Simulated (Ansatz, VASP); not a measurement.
**Two plane-wave programs on Mo**

```
Mo
1.0
    -1.53022    1.68824    1.52224
     1.53022   -1.68824    1.52224
     1.53022    1.68824   -1.52224
Mo
1
Direct
  0.00000 0.00000 0.00000
```

Change from the starting cell: strain +e along x and -e along y -0.0500, strain +e along z and -e/2 along x and y -0.0367.

Alike in both runs: task single point; functional PBE; k mesh 20 × 20 × 20; occupations gaussian, width 0.15 eV; no spin polarisation.

```csv
,VASP,Ansatz
version,VASP 6.6.1,Ansatz 0.2.0
potentials or method,"VASP PAW PBE potentials, release 64 (Mo_sv), cutoff 520 eV","scalar-relativistic, plane waves, PAW"
valence electrons in the cell,14,14
```

|  | VASP | Ansatz | Ansatz less VASP |
| --- | --- | --- | --- |
| gap on the k mesh at the Fermi level (eV) | none | none | - |
| pressure (GPa) | 2.7 | 2.1 | -0.54 |
| traceless stress, the component that is largest in VASP (GPa) | -17.48 | -17.50 | -0.018 |

A gap of «none» marks a metal or a gap that the smearing closes. With one functional, cell and mesh, what is left measures potentials, basis and numerics.
